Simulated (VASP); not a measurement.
# Ge (P6/mmm) in VASP: notebook

Ge is run at these levels: LDA; tasks: single point, relaxation of cell and atoms.

Program: VASP 6.6.1. These are calculated values, not measurements. Logs are shortened: lines on timing, memory, paths and dates and some standing lists are left out, and cuts for length are marked.

## (1) The cell of the first run

It takes space group P6/mmm (No. 191, hexagonal). The conventional cell has a = 2.125 Å, b = 2.125 Å, c = 1.992 Å, α = 90.00°, β = 90.00°, γ = 120.00°. Ge (site symmetry 6/mmm) has 8 Ge at 1.99 to 2.12 Å within 2.6 Å.

## (2) Single point, LDA

File INCAR:

```
PREC = Accurate
ENCUT = 520
EDIFF = 1E-7
ISMEAR = -1
SIGMA = 0.1
LREAL = F
LASPH = T
NELM = 80
ALGO = Normal
ISIF = 2
LWAVE = F
LCHARG = F
GGA = CA
NBANDS = 13
```

File KPOINTS:

```
Automatic mesh
0
Gamma
  20 20 19
```

File POSCAR:

```
Ge
1.0
    2.1248903358      0.0000000000      0.0000000000
   -1.0624451679      1.8402090110      0.0000000000
    0.0000000000      0.0000000000      1.9920616583
Ge
1
Direct
    0.0000000000      0.0000000000      0.0000000000
```

Potentials or basis: VASP PAW LDA potentials, release 64 (Ge_d).

Started as:

```
$ cat potpaw_LDA.64/Ge_d/POTCAR > POTCAR
$ mpirun -np 1 vasp_std > vasp.out
```

OUTCAR:

```text
PREC = Accurate
   ENCUT = 520
   EDIFF = 1E-7
   ISMEAR = -1
   LREAL = F
   LASPH = T
   NELM = 80
   ISIF = 2
   GGA = CA

 ion  position               nearest neighbor table
   1  0.000  0.000  0.000-

  LATTYP: Found a hexagonal cell.
 ALAT       =     2.1248903358
 C/A-ratio  =     0.9374891611

  Lattice vectors:

 A1 = (   2.1248903358,   0.0000000000,   0.0000000000)
 A2 = (  -1.0624451679,   1.8402090110,   0.0000000000)
 A3 = (   0.0000000000,   0.0000000000,   1.9920616583)

Analysis of symmetry for initial positions (statically):
=====================================================================
 Subroutine PRICEL returns:
 Original cell was already a primitive cell.

 Routine SETGRP: Setting up the symmetry group for a
 hexagonal supercell.

 Subroutine GETGRP returns: Found 24 space group operations
 (whereof 24 operations were pure point group operations)
 out of a pool of 24 trial point group operations.

The static configuration has the point symmetry D_6h.

Analysis of symmetry for dynamics (positions and initial velocities):
=====================================================================
 Subroutine PRICEL returns:
 Original cell was already a primitive cell.

 Routine SETGRP: Setting up the symmetry group for a
 hexagonal supercell.

 Subroutine GETGRP returns: Found 24 space group operations
 (whereof 24 operations were pure point group operations)
 out of a pool of 24 trial point group operations.

The dynamic configuration has the point symmetry D_6h.

 Subroutine INISYM returns: Found 24 space group operations
 (whereof 24 operations are pure point group operations),
 and found     1 'primitive' translations

----------------------------------------------------------------------------------------

                                     Primitive cell

  volume of cell :       7.7894

  direct lattice vectors                    reciprocal lattice vectors
     2.124890336  0.000000000  0.000000000     0.470612522  0.271708266  0.000000000
    -1.062445168  1.840209011  0.000000000     0.000000000  0.543416533  0.000000000
     0.000000000  0.000000000  1.992061658     0.000000000  0.000000000  0.501992494

  length of vectors
     2.124890336  2.124890336  1.992061658     0.543416533  0.543416533  0.501992494

  position of ions in fractional coordinates (direct lattice)
     0.000000000  0.000000000  0.000000000

  ion indices of the primitive-cell ions
   primitive index   ion index
                 1           1

----------------------------------------------------------------------------------------

 KPOINTS: Automatic mesh

Automatic generation of k-mesh.
 Grid dimensions read from file:
 generate k-points for:   20   20   19

 Generating k-lattice:

  Cartesian coordinates                     Fractional coordinates (reciprocal lattice)
     0.023530626  0.013585413  0.000000000     0.050000000  0.000000000  0.000000000
     0.000000000  0.027170827  0.000000000     0.000000000  0.050000000  0.000000000
     0.000000000  0.000000000  0.026420658     0.000000000  0.000000000  0.052631579

  Length of vectors
     0.027170827  0.027170827  0.026420658

  Shift w.r.t. Gamma in fractional coordinates (k-lattice)
     0.000000000  0.000000000  0.000000000

 Subroutine IBZKPT returns following result:
 ===========================================

 Found    440 irreducible k-points:

 Following reciprocal coordinates:
            Coordinates               Weight
  0.000000  0.000000  0.000000      1.000000
  0.050000  0.000000  0.000000      6.000000
  0.100000  0.000000  0.000000      6.000000
  0.150000 -0.000000  0.000000      6.000000
  0.200000  0.000000  0.000000      6.000000
  0.250000  0.000000  0.000000      6.000000
[... 16 lines left out ...]
  0.200000  0.100000  0.000000     12.000000
  0.250000  0.100000  0.000000     12.000000
 [... further k-points ...]
   k-points           NKPTS =    440   k-points in BZ     NKDIM =    440   number of bands    NBANDS=     13
   number of dos      NEDOS =    301   number of ions     NIONS =      1
   total plane-waves  NPLWV =   4096
   dimension x,y,z NGX =    16 NGY =   16 NGZ =   16
   dimension x,y,z NGXF=    32 NGYF=   32 NGZF=   32
   ions per type =               1
   NGX,Y,Z   is equivalent  to a cutoff of  12.52, 12.52, 13.35 a.u.
   NGXF,Y,Z  is equivalent  to a cutoff of  25.04, 25.04, 26.71 a.u.
 SYSTEM =  unknown system
   PREC   = accura    normal or accurate (medium, high low for compatibility)
   ISTART =      0    job   : 0-new  1-cont  2-samecut
   ICHARG =      2    charge: 1-file 2-atom 10-const
   ISPIN  =      1    spin polarized calculation?
   LNONCOLLINEAR =      F non collinear calculations
   LSORBIT =      F    spin-orbit coupling
   LASPH  =      T    aspherical Exc in radial PAW
   ENCUT  =  520.0 eV  38.22 Ry    6.18 a.u.   3.95  3.95  3.70*2*pi/ulx,y,z
   NELM   =     80;   NELMIN=  2; NELMDL= -5     # of ELM steps
   EDIFF  = 0.1E-06   stopping-criterion for ELM
   LREAL  =      F    real-space projection
   EDIFFG = 0.1E-05   stopping-criterion for IOM
   NSW    =      0    number of steps for IOM
   IBRION =     -1    ionic relax: 0-MD 1-quasi-New 2-CG
   NFREE  =      0    steps in history (QN), initial steepest desc. (CG)
   ISIF   =      2    stress and relaxation
   ISYM   =      2    0-nonsym 1-usesym 2-fastsym
   POTIM  = 0.5000    time-step for ionic-motion
   TEBEG  =    0.0;   TEEND  =   0.0 temperature during run
   PSTRESS=    0.0 pullay stress
   NELECT =      14.0000    total number of electrons
   NUPDOWN=      -1.0000    fix difference up-down
   EMIN   =  10.00;   EMAX   =-10.00  energy-range for DOS
   EFERMI =   0.00;   METHOD = LEGACY
   ISMEAR =    -1;   SIGMA  =   0.10  broadening in eV -4-tet -1-fermi 0-gaus
   EFERMI_NEDOS =   21; number of points for ismear=-14 and -15
   IALGO  =     38    algorithm
   IMIX   =      4    mixing-type and parameters
     AMIX     =   0.40;   BMIX     =  1.00
     AMIX_MAG =   1.60;   BMIX_MAG =  1.00
  volume/ion in A,a.u.               =       7.79        52.57
  Fermi-wavevector in a.u.,A,eV,Ry     =   1.990438  3.761383 53.904162  3.961844
  Thomas-Fermi vector in A             =   3.008349
   LORBIT       =      0    0 simple, 1 ext, 2 COOP (PROOUT), +10 PAW based schemes
   GGA     = CA    functional components
   LHFCALC =     F    Hartree Fock is set to
   AEXX    =    0.0000 exact exchange contribution
   IVDW    =     0    specifies the selected vdW correction
   LEPSILON=     F    determine dielectric tensor
   LRPA    =     F    only Hartree local field effects (RPA)
 non-spin polarized calculation
  energy-cutoff  :      520.00
  volume of cell :        7.79
 maximum number of plane-waves:       218
 NGX is ok and might be reduce to    16
   NGX =  7   NGY =  7   NGZ =  7

 number of electron      14.0000010 magnetization

 Free energy of the ion-electron system (eV)
  ---------------------------------------------------
  ext. energy  EPLUGINS =         0.00000000
  ---------------------------------------------------
  free energy    TOTEN  =         1.84182974 eV

  energy without entropy =        1.84751653  energy(sigma->0) =        1.84467313

 E-fermi :  21.9221     XC(G=0): -16.8763

 val. band max:       21.9186487536   @ k =   0.4000   0.2000   0.4737
 cond. band min:      21.9666615803   @ k =   0.5000   0.0000   0.4737
 fundamental gap:      0.0480128266
 Fermi energy:        21.9220534471

 k-point     1 :       0.0000    0.0000    0.0000
  band No.  band energies     occupation
      1      -7.3217      2.00000
      2      -6.1805      2.00000
      3      -6.1805      2.00000
      4      -4.9518      2.00000
      5      -4.9518      2.00000
      6      -3.2791      2.00000
      7      33.3821      0.00000
      8      37.4648      0.00000
      9      39.4634      0.00000
     10      39.7063      0.00000
     11      39.7063      0.00000
     12      43.3072      0.00000
     13      43.3072      0.00000

 k-point     2 :       0.0500    0.0000    0.0000
  band No.  band energies     occupation
      1      -7.3056      2.00000
      2      -6.1948      2.00000
      3      -6.1516      2.00000
      4      -4.9669      2.00000
      5      -4.9550      2.00000
      6      -3.1638      2.00000
      7      33.5222      0.00000
      8      36.6582      0.00000
      9      37.9263      0.00000
     10      38.6578      0.00000
     11      39.7189      0.00000
     12      44.5162      0.00000
     13      45.4206      0.00000

 k-point     3 :       0.1000    0.0000    0.0000
  band No.  band energies     occupation
      1      -7.2612      2.00000
      2      -6.2381      2.00000
      3      -6.0673      2.00000
      4      -5.0107      2.00000
      5      -4.9642      2.00000
      6      -2.8130      2.00000
      7      33.5045      0.00000
      8      33.9401      0.00000
      9      36.8800      0.00000
     10      37.1466      0.00000
     11      39.9858      0.00000
     12      46.7736      0.00000
     13      48.4028      0.00000
[... 305 lines left out ...]
 k-point    23 :       0.2000    0.1000    0.0000
  band No.  band energies     occupation
      1      -7.0277      2.00000
      2      -6.4624      2.00000
      3      -5.6181      2.00000
      4      -5.2688      2.00000
      5      -5.0377      2.00000
      6       0.1159      2.00000
      7      23.5338      0.00000
      8      27.6799      0.00000
      9      37.1725      0.00000
     10      39.3124      0.00000
     11      42.1200      0.00000
     12      50.2560      0.00000
     13      59.4384      0.00000

 k-point    24 :       0.2500    0.1000    0.0000
  band No.  band energies     occupation
      1      -6.9861      2.00000
      2      -6.5234      2.00000
      3      -5.4589      2.00000
      4      -5.3494      2.00000
      5      -5.0625      2.00000
      6       1.4639      2.00000
      7      20.3756      2.00000
      8      26.6535      0.00000
      9      38.5926      0.00000
     10      39.1735      0.00000
     11      42.3930      0.00000
     12      52.6990      0.00000
     13      56.8494      0.00000

 [... further k-points ...]
[... 5 lines left out ...]
  --------------------------------------------------------------------------------------
  -------------------------------------------------------------------------------------
  Total       22.7321249     22.7321249     23.0968972      0.0000000     -0.0000000      0.0000000
  in kB     4675.6733751   4675.6733748   4750.7018202      0.0000000     -0.0000000      0.0000000
  external PRESSURE =    4700.6828567 kB  Pullay stress =       0.0000000 kB

 VOLUME and BASIS-vectors are now :
 -----------------------------------------------------------------------------
  energy-cutoff  :      520.00
  volume of cell :        7.79
      direct lattice vectors                 reciprocal lattice vectors
     2.124890336  0.000000000  0.000000000     0.470612522  0.271708266  0.000000000
    -1.062445168  1.840209011  0.000000000     0.000000000  0.543416533  0.000000000
     0.000000000  0.000000000  1.992061658     0.000000000  0.000000000  0.501992494

 POSITION                                       TOTAL-FORCE (eV/Angst)
 -----------------------------------------------------------------------------------
      0.00000      0.00000      0.00000         0.000000      0.000000      0.000000
 -----------------------------------------------------------------------------------
    total drift:                               -0.000000      0.000000      0.000000

  FREE ENERGIE OF THE ION-ELECTRON SYSTEM (eV)
  ---------------------------------------------------
  free  energy   TOTEN  =         1.8418297408 eV

  energy  without entropy=        1.8475165265  energy(sigma->0) =        1.84467313
```

It took 20 s on 1 thread of Intel Xeon Platinum 8488C (Sapphire Rapids), shared host; peak memory 0.14 GiB.

Results:

```
Free energy            : 1.8418 eV
Pressure               : 470.1 GPa
Band gap on the k mesh : zero (band 7 reaches 33.80 eV, above the bottom of band 8 at 14.68 eV)
```

Levels at points of the mesh, in eV from the Fermi level:
| k point | band 4 | band 5 | band 6 | band 7 | band 8 | band 9 | band 10 | band 11 |
| --- | --- | --- | --- | --- | --- | --- | --- | --- |
| (0.00, 0.00, 0.00) | -26.87 | -26.87 | -25.20 | 11.46 | 15.54 | 17.54 | 17.78 | 17.78 |
| (0.50, 0.00, 0.00) | -27.00 | -26.85 | -14.40 | -11.55 | 6.69 | 12.36 | 21.69 | 22.69 |

## (3) Single point, LDA

File INCAR:

```
PREC = Accurate ; ENCUT = 520
EDIFF = 1E-6 ; ISMEAR = -1
SIGMA = 0.1 ; LREAL = False
LASPH = True ; NELM = 80
ALGO = Normal ; ISIF = 2
LWAVE = False ; LCHARG = False
NBANDS = 13
```

KPOINTS is that of step 2.

POSCAR: that of step 2 with these lines changed.

```diff
@@ -4,3 +4,3 @@
    -1.0624451679      1.8402090110      0.0000000000
-    0.0000000000      0.0000000000      1.9920616583
+    0.0000000000      0.0000000000      1.9920616582
 Ge
```

Potentials or basis: VASP PAW LDA potentials, release 64 (Ge_d).

Started as:

```
$ cat potpaw_LDA.64/Ge_d/POTCAR > POTCAR
$ mpirun -np 1 vasp_std > vasp.out
```

Wall time 17 s (1 thread of Intel Xeon Platinum 8488C (Sapphire Rapids), shared host); peak memory 0.14 GiB.

The run converged. Its results:

```
Free energy            : 1.8418 eV
Pressure               : 470.5 GPa
Band gap on the k mesh : zero (band 7 reaches 33.80 eV, above the bottom of band 8 at 14.68 eV)
```

Stress tensor (GPa, compression positive):
```
468.03   0.00   0.00
  0.00 468.03   0.00
  0.00   0.00 475.50
```

Levels at points of the mesh, in eV from the Fermi level:
| k point | band 3 | band 4 | band 5 | band 6 | band 7 | band 8 | band 9 | band 10 | band 11 | band 12 |
| --- | --- | --- | --- | --- | --- | --- | --- | --- | --- | --- |
| (0.00, 0.00, 0.00) | -28.10 | -26.87 | -26.87 | -25.20 | 11.46 | 15.54 | 17.54 | 17.78 | 17.78 | 21.39 |
| (0.50, 0.00, 0.00) | -27.47 | -27.00 | -26.85 | -14.40 | -11.55 | 6.69 | 12.36 | 21.69 | 22.69 | 25.86 |

## (4) Relaxation of cell and atoms, LDA, target pressure 460 GPa, at which the enthalpy is minimised

This run uses another cell than the first one, of 7.71 Å³/atom, 0.990 times its volume.

File INCAR:

```
PREC = Accurate ; ENCUT = 600
EDIFF = 1E-6 ; ISMEAR = -1
SIGMA = 0.1 ; LREAL = False
LASPH = True ; NELM = 80
ALGO = Normal ; ISIF = 3
LWAVE = False ; LCHARG = False
IBRION = 2 ; NSW = 60
EDIFFG = -0.005 ; PSTRESS = 4600.0
```

File KPOINTS:

```
regular mesh
0
Gamma
  20 20 19
```

File POSCAR:

```
Ge
1.0
    2.1155895252      0.0000000000      0.0000000000
   -1.0577947626      1.8321542728      0.0000000000
    0.0000000000      0.0000000000      1.9886541537
Ge
1
Direct
    0.0000000000      0.0000000000      0.0000000000
```

Started as:

```
$ cat potpaw_LDA.64/Ge_d/POTCAR > POTCAR
$ mpirun -np 1 vasp_std > vasp.out
```

It took 3.4 min on 1 thread of Intel Xeon Platinum 8488C (Sapphire Rapids), shared host; peak memory 0.16 GiB.

Results (log left out):

```
Free energy                                            : 1.7044 eV
Relaxed volume                                         : 7.84 Å³/atom
Relaxed cell                                           : a = 2.127 Å, b = 2.127 Å, c = 2.000 Å, α = 90.00°, β = 90.00°, γ = 120.00°
Space group after relaxing (to 0.05 Å)                 : P6/mmm (No. 191)
Energy change on relaxing (the enthalpy is what falls) : -379.5 meV/atom
Ionic steps                                            : 14
Pressure after relaxing                                : 460.0 GPa
Band gap on the k mesh                                 : zero (band 7 reaches 33.47 eV, above the bottom of band 8 at 14.57 eV)
```

Step by step:
```
step  energy change (eV)  largest force (eV/Å)  pressure (GPa)  volume (Å³)
   1              0.0000                0.0000          487.77         7.71
   2             -3.4816                0.0000          246.36         9.30
   3             -0.4219                0.0000          456.27         7.85
   4             -0.3721                0.0000          460.24         7.83
   5             -0.3794                0.0000          460.02         7.84
   6             -0.3868                0.0000          459.49         7.84
   7             -0.3207                0.0000          464.15         7.82
   8             -0.3782                0.0000          460.35         7.84
   9             -0.3804                0.0000          459.50         7.84
  10             -0.3788                0.0000          459.88         7.84
  11             -0.3785                0.0000          460.07         7.84
  12             -0.3844                0.0000          459.60         7.84
  13             -0.3798                0.0000          459.88         7.84
  14             -0.3795                0.0000          459.96         7.84
```

Final structure:
```
Ge
1.0
     2.12723    0.00000    0.00000
    -1.06361    1.84223    0.00000
     0.00000    0.00000    1.99972
Ge
1
Direct
  0.00000 0.00000 0.00000
```

Levels at points of the mesh, in eV from the Fermi level:
```tsv
k point	band 5	band 6	band 7	band 8	band 9	band 10
(0.00, 0.00, 0.00)	-26.84	-25.09	11.29	15.39	17.59	17.80
(0.50, 0.00, 0.00)	-26.81	-14.31	-11.50	6.73	12.36	21.57
```

Caveat: the cell is relaxed towards a set pressure, so the enthalpy falls and the energy may rise.
